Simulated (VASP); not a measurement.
# Ni (C2/c) in VASP: single point with revPBE

Aim: the single point of Ni with revPBE.

Program: VASP 6.6.1. These are calculated values, not measurements. Logs are shortened: lines on timing, memory, paths and dates and some standing lists are left out, and cuts for length are marked.

### Step 1. The cell of the first run

The typed cell holds 2 atoms: a = 2.503 Å, b = 2.503 Å, c = 4.112 Å, α = 89.99°, β = 89.99°, γ = 120.00°.

This isn't the form of Ni at room conditions, which is fcc.

### Step 2. Single point, revPBE, collinear spin, antiferromagnetic start

INCAR reads:

```
SYSTEM = Ni
PREC = Accurate
ENCUT = 520
EDIFF = 1E-7
ISMEAR = -1
SIGMA = 0.05
LREAL = .FALSE.
LASPH = .TRUE.
NELM = 150
ALGO = Normal
ISIF = 2
LWAVE = .FALSE.
LCHARG = .FALSE.
ISPIN = 2
MAGMOM = 0.8 -0.8
LORBIT = 11
LMAXMIX = 4
GGA = RE
NBANDS = 21
ISYM = 0
KPAR = 4
```

KPOINTS reads:

```
Automatic mesh
0
G
  15 15 10
  0 0 0
```

POSCAR reads:

```
Ni
1.0
   -1.3840607961      1.6812390181      1.2336592477
    1.6812390181     -1.3840607961      1.2336592477
    2.8667230548      2.8667230548     -0.6893767899
Ni
2
Direct
    0.0416714727      0.9583285273      1.0000000000
    0.7083285273      0.2916714727      0.5000000000
```

Potentials or basis: VASP PAW PBE potentials, release 64 (Ni).

Run with:

```sh
$ cat potpaw_PBE.64/Ni/POTCAR > POTCAR
$ mpirun -np 4 vasp_std > vasp.out
```

OUTCAR:

```text
SYSTEM = Ni
   PREC = Accurate
   ENCUT = 520
   EDIFF = 1E-7
   ISMEAR = -1
   LREAL = .FALSE.
   LASPH = .TRUE.
   NELM = 150
   ISIF = 2
   ISPIN = 2
   LORBIT = 11
   GGA = RE
   ISYM = 0

 ion  position               nearest neighbor table
   1  0.042  0.958  0.000-   2 2.51   2 2.51   2 2.51   2 2.51   2 2.51   2 2.51
   2  0.708  0.292  0.500-   1 2.51   1 2.51   1 2.51   1 2.51   1 2.51   1 2.51

IMPORTANT INFORMATION: All symmetrisations will be switched off!
NOSYMM: (Re-)initialisation of all symmetry stuff for point group C_1.

----------------------------------------------------------------------------------------

                                     Primitive cell

  volume of cell :      22.3092

  direct lattice vectors                    reciprocal lattice vectors
    -1.384060796  1.681239018  1.233659248    -0.115755776  0.210476587  0.393889577
     1.681239018 -1.384060796  1.233659248     0.210476587 -0.115755776  0.393889577
     2.866723055  2.866723055 -0.689376790     0.169505568  0.169505568 -0.040832477

  length of vectors
     2.502819223  2.502819223  4.112352429     0.461355386  0.461355386  0.243169830

  position of ions in fractional coordinates (direct lattice)
     0.041671473  0.958328527  0.000000000
     0.708328527  0.291671473  0.500000000

  ion indices of the primitive-cell ions
   primitive index   ion index
                 1           1
                 2           2

----------------------------------------------------------------------------------------

 KPOINTS: Automatic mesh

Automatic generation of k-mesh.
 Grid dimensions read from file:
 generate k-points for:   15   15   10

 Generating k-lattice:

  Cartesian coordinates                     Fractional coordinates (reciprocal lattice)
    -0.007717052  0.014031772  0.026259305     0.066666667 -0.000000000  0.000000000
     0.014031772 -0.007717052  0.026259305    -0.000000000  0.066666667  0.000000000
     0.016950557  0.016950557 -0.004083248     0.000000000  0.000000000  0.100000000

  Length of vectors
     0.030757026  0.030757026  0.024316983

  Shift w.r.t. Gamma in fractional coordinates (k-lattice)
     0.000000000  0.000000000  0.000000000

 Subroutine IBZKPT returns following result:
 ===========================================

 Found   1126 irreducible k-points:

 Following reciprocal coordinates:
            Coordinates               Weight
  0.000000  0.000000  0.000000      1.000000
  0.066667  0.000000 -0.000000      2.000000
 -0.000000 -0.066667  0.000000      2.000000
  0.133333  0.000000 -0.000000      2.000000
 -0.000000 -0.133333  0.000000      2.000000
  0.200000 -0.000000  0.000000      2.000000
[... 16 lines left out ...]
  0.333333  0.066667 -0.000000      2.000000
 -0.066667 -0.333333  0.000000      2.000000
 [... further k-points ...]
   k-points           NKPTS =   1126   k-points in BZ     NKDIM =   1126   number of bands    NBANDS=     21
   number of dos      NEDOS =    301   number of ions     NIONS =      2
   total plane-waves  NPLWV =  12800
   dimension x,y,z NGX =    20 NGY =   20 NGZ =   32
   dimension x,y,z NGXF=    40 NGYF=   40 NGZF=   64
   ions per type =               2
   NGX,Y,Z   is equivalent  to a cutoff of  13.28, 13.28, 12.94 a.u.
   NGXF,Y,Z  is equivalent  to a cutoff of  26.57, 26.57, 25.87 a.u.
 SYSTEM =  Ni
   PREC   = accura    normal or accurate (medium, high low for compatibility)
   ISTART =      0    job   : 0-new  1-cont  2-samecut
   ICHARG =      2    charge: 1-file 2-atom 10-const
   ISPIN  =      2    spin polarized calculation?
   LNONCOLLINEAR =      F non collinear calculations
   LSORBIT =      F    spin-orbit coupling
   LASPH  =      T    aspherical Exc in radial PAW
   ENCUT  =  520.0 eV  38.22 Ry    6.18 a.u.   4.65  4.65  7.65*2*pi/ulx,y,z
   NELM   =    150;   NELMIN=  2; NELMDL= -5     # of ELM steps
   EDIFF  = 0.1E-06   stopping-criterion for ELM
   LREAL  =      F    real-space projection
   EDIFFG = 0.1E-05   stopping-criterion for IOM
   NSW    =      0    number of steps for IOM
   IBRION =     -1    ionic relax: 0-MD 1-quasi-New 2-CG
   NFREE  =      0    steps in history (QN), initial steepest desc. (CG)
   ISIF   =      2    stress and relaxation
   ISYM   =      0    0-nonsym 1-usesym 2-fastsym
   POTIM  = 0.5000    time-step for ionic-motion
   TEBEG  =    0.0;   TEEND  =   0.0 temperature during run
   PSTRESS=    0.0 pullay stress
   NELECT =      20.0000    total number of electrons
   NUPDOWN=      -1.0000    fix difference up-down
   EMIN   =  10.00;   EMAX   =-10.00  energy-range for DOS
   EFERMI =   0.00;   METHOD = LEGACY
   ISMEAR =    -1;   SIGMA  =   0.05  broadening in eV -4-tet -1-fermi 0-gaus
   EFERMI_NEDOS =   21; number of points for ismear=-14 and -15
   IALGO  =     38    algorithm
   IMIX   =      4    mixing-type and parameters
     AMIX     =   0.40;   BMIX     =  1.00
     AMIX_MAG =   1.60;   BMIX_MAG =  1.00
  volume/ion in A,a.u.               =      11.15        75.27
  Fermi-wavevector in a.u.,A,eV,Ry     =   1.578544  2.983016 33.903024  2.491802
  Thomas-Fermi vector in A             =   2.679059
   LORBIT       =     11    0 simple, 1 ext, 2 COOP (PROOUT), +10 PAW based schemes
   GGA     = RE    functional components
   LHFCALC =     F    Hartree Fock is set to
   AEXX    =    0.0000 exact exchange contribution
   IVDW    =     0    specifies the selected vdW correction
   LEPSILON=     F    determine dielectric tensor
   LRPA    =     F    only Hartree local field effects (RPA)
 spin polarized calculation
  energy-cutoff  :      520.00
  volume of cell :       22.31
 maximum number of plane-waves:       622
   NGX =  9   NGY =  9   NGZ = 15

 number of electron      20.0000011 magnetization      -0.0000468

 number of electron      20.0000011 magnetization       0.0000025

 Free energy of the ion-electron system (eV)
  ---------------------------------------------------
  ext. energy  EPLUGINS =         0.00000000
  ---------------------------------------------------
  free energy    TOTEN  =        -9.98842462 eV

  energy without entropy =       -9.93320607  energy(sigma->0) =       -9.96081535

 E-fermi :   8.9727     XC(G=0): -13.0148

 val. band max:        8.9677806643   @ k =   0.4667   0.4667   0.3000
 cond. band min:       8.9731289796   @ k =   0.4000   0.0667  -0.0000
 fundamental gap:      0.0053483152
 Fermi energy:         8.9726622079

 spin component 1

 k-point     1 :       0.0000    0.0000    0.0000
  band No.  band energies     occupation
      1       0.2845      1.00000
      2       4.6690      1.00000
      3       7.1379      1.00000
      4       7.1381      1.00000
      5       7.1701      1.00000
      6       7.5779      1.00000
[... 13 lines left out ...]
     20      34.7801      0.00000
     21      39.2731      0.00000

 k-point     2 :       0.0667    0.0000   -0.0000
  band No.  band energies     occupation
      1       0.4369      1.00000
      2       4.7651      1.00000
      3       7.0064      1.00000
      4       7.2016      1.00000
      5       7.2777      1.00000
      6       7.5485      1.00000
[... 13 lines left out ...]
     20      37.1624      0.00000
     21      37.2220      0.00000

 k-point     3 :      -0.0000   -0.0667    0.0000
  band No.  band energies     occupation
      1       0.4369      1.00000
      2       4.7651      1.00000
      3       7.0064      1.00000
      4       7.2016      1.00000
      5       7.2777      1.00000
      6       7.5485      1.00000
[... 13 lines left out ...]
     20      37.1624      0.00000
     21      37.2220      0.00000

 k-point     4 :       0.1333    0.0000   -0.0000
  band No.  band energies     occupation
      1       0.8867      1.00000
      2       5.0263      1.00000
      3       6.8212      1.00000
      4       7.1800      1.00000
      5       7.3314      1.00000
      6       7.3847      1.00000
[... 13 lines left out ...]
     20      37.3304      0.00000
     21      38.1636      0.00000

 k-point     5 :      -0.0000   -0.1333    0.0000
  band No.  band energies     occupation
      1       0.8867      1.00000
      2       5.0263      1.00000
      3       6.8212      1.00000
      4       7.1800      1.00000
      5       7.3314      1.00000
      6       7.3847      1.00000
[... 13 lines left out ...]
     20      37.3304      0.00000
     21      38.1636      0.00000
[... 382 lines left out ...]
     20      33.9802      0.00000
     21      37.7454      0.00000

 k-point    22 :      -0.0667   -0.2667    0.0000
  band No.  band energies     occupation
      1       3.1512      1.00000
      2       5.6170      1.00000
      3       5.9722      1.00000
      4       6.4845      1.00000
      5       7.2157      1.00000
      6       7.2841      1.00000
[... 13 lines left out ...]
     20      33.9802      0.00000
     21      37.7454      0.00000

 k-point    23 :       0.3333    0.0667   -0.0000
  band No.  band energies     occupation
      1       4.1283      1.00000
      2       5.5014      1.00000
      3       5.7180      1.00000
      4       6.5756      1.00000
      5       7.1905      1.00000
      6       7.3601      1.00000
[... 13 lines left out ...]
     20      33.0995      0.00000
     21      37.7113      0.00000

 k-point    24 :      -0.0667   -0.3333    0.0000
  band No.  band energies     occupation
      1       4.1283      1.00000
      2       5.5014      1.00000
      3       5.7180      1.00000
      4       6.5756      1.00000
      5       7.1905      1.00000
      6       7.3601      1.00000
[... 13 lines left out ...]
     20      33.0995      0.00000
     21      37.7113      0.00000

 [... further k-points ...]

 spin component 2

 k-point     1 :       0.0000    0.0000    0.0000
  band No.  band energies     occupation
      1       0.2845      1.00000
      2       4.6690      1.00000
      3       7.1379      1.00000
      4       7.1381      1.00000
      5       7.1701      1.00000
      6       7.5779      1.00000
[... 13 lines left out ...]
     20      34.7801      0.00000
     21      39.2731      0.00000

 k-point     2 :       0.0667    0.0000   -0.0000
  band No.  band energies     occupation
      1       0.4369      1.00000
      2       4.7651      1.00000
      3       7.0064      1.00000
      4       7.2016      1.00000
      5       7.2777      1.00000
      6       7.5485      1.00000
[... 13 lines left out ...]
     20      37.1624      0.00000
     21      37.2220      0.00000

 k-point     3 :      -0.0000   -0.0667    0.0000
  band No.  band energies     occupation
      1       0.4369      1.00000
      2       4.7651      1.00000
      3       7.0064      1.00000
      4       7.2016      1.00000
      5       7.2777      1.00000
      6       7.5485      1.00000
[... 13 lines left out ...]
     20      37.1624      0.00000
     21      37.2220      0.00000

 k-point     4 :       0.1333    0.0000   -0.0000
  band No.  band energies     occupation
      1       0.8867      1.00000
      2       5.0263      1.00000
      3       6.8212      1.00000
      4       7.1800      1.00000
      5       7.3314      1.00000
      6       7.3847      1.00000
[... 13 lines left out ...]
     20      37.3304      0.00000
     21      38.1636      0.00000

 k-point     5 :      -0.0000   -0.1333    0.0000
  band No.  band energies     occupation
      1       0.8867      1.00000
      2       5.0263      1.00000
      3       6.8212      1.00000
      4       7.1800      1.00000
      5       7.3314      1.00000
      6       7.3847      1.00000
[... 13 lines left out ...]
     20      37.3304      0.00000
     21      38.1636      0.00000
[... 382 lines left out ...]
     20      33.9802      0.00000
     21      37.7454      0.00000

 k-point    22 :      -0.0667   -0.2667    0.0000
  band No.  band energies     occupation
      1       3.1513      1.00000
      2       5.6170      1.00000
      3       5.9722      1.00000
      4       6.4845      1.00000
      5       7.2157      1.00000
      6       7.2841      1.00000
[... 13 lines left out ...]
     20      33.9802      0.00000
     21      37.7454      0.00000

 k-point    23 :       0.3333    0.0667   -0.0000
  band No.  band energies     occupation
      1       4.1283      1.00000
      2       5.5014      1.00000
      3       5.7180      1.00000
      4       6.5756      1.00000
      5       7.1905      1.00000
      6       7.3601      1.00000
[... 13 lines left out ...]
     20      33.0996      0.00000
     21      37.7113      0.00000

 k-point    24 :      -0.0667   -0.3333    0.0000
  band No.  band energies     occupation
      1       4.1283      1.00000
      2       5.5014      1.00000
      3       5.7180      1.00000
      4       6.5756      1.00000
      5       7.1905      1.00000
      6       7.3601      1.00000
[... 13 lines left out ...]
     20      33.0996      0.00000
     21      37.7113      0.00000

 [... further k-points ...]

------------------------ aborting loop because EDIFF is reached ----------------------------------------

  FORCE on cell =-STRESS in cart. coord.  units (eV):
  Direction    XX          YY          ZZ          XY          YZ          ZX
  --------------------------------------------------------------------------------------
  -------------------------------------------------------------------------------------
  Total       -0.0385693     -0.0385692     -0.1376650      0.1056001     -0.0268582     -0.0268581
  in kB       -2.7699258     -2.7699214     -9.8866700      7.5838696     -1.9288727     -1.9288629
  external PRESSURE =      -5.1421724 kB  Pullay stress =       0.0000000 kB

 VOLUME and BASIS-vectors are now :
 -----------------------------------------------------------------------------
  energy-cutoff  :      520.00
  volume of cell :       22.31
      direct lattice vectors                 reciprocal lattice vectors
    -1.384060796  1.681239018  1.233659248    -0.115755776  0.210476587  0.393889577
     1.681239018 -1.384060796  1.233659248     0.210476587 -0.115755776  0.393889577
     2.866723055  2.866723055 -0.689376790     0.169505568  0.169505568 -0.040832477

 POSITION                                       TOTAL-FORCE (eV/Angst)
 -----------------------------------------------------------------------------------
      1.55350     -1.25633      1.23366         0.000016     -0.000016      0.000000
      0.94336      2.22054      0.88897        -0.000016      0.000016     -0.000000
 -----------------------------------------------------------------------------------
    total drift:                                0.000000     -0.000000     -0.000000

  FREE ENERGIE OF THE ION-ELECTRON SYSTEM (eV)
  ---------------------------------------------------
  free  energy   TOTEN  =        -9.9884246163 eV

  energy  without entropy=       -9.9332060743  energy(sigma->0) =       -9.96081535

 total charge

# of ion       s       p       d       tot
------------------------------------------
    1        0.481   0.470   8.314   9.265
    2        0.481   0.470   8.314   9.265
--------------------------------------------------
tot          0.962   0.940  16.628  18.530

 magnetization (x)

# of ion       s       p       d       tot
------------------------------------------
    1       -0.001  -0.001   0.274   0.273
    2        0.001   0.001  -0.274  -0.273
--------------------------------------------------
tot          0.000   0.000   0.000   0.000
```

It took 5 min on 4 MPI ranks of Intel Xeon Platinum 8259CL at 2.50GHz (Skylake/Cascade Lake), shared host; peak memory 0.74 GiB.

Results:

- Free energy: -9.9884 eV
- Pressure: -0.5 GPa
- Band gap on the k mesh: zero (filled and empty bands overlap)
- Net moment: 0.00 μB per cell
- Site moments: Ni +0.27, -0.27 μB
- Valence electrons inside the program's atomic spheres: Ni 9.27

Stress tensor (GPa, compression positive):
```
-0.28  0.76 -0.19
 0.76 -0.28 -0.19
-0.19 -0.19 -0.99
```

Caveat: the PAW data sets were made with another functional, which shifts forces and pressure a little.
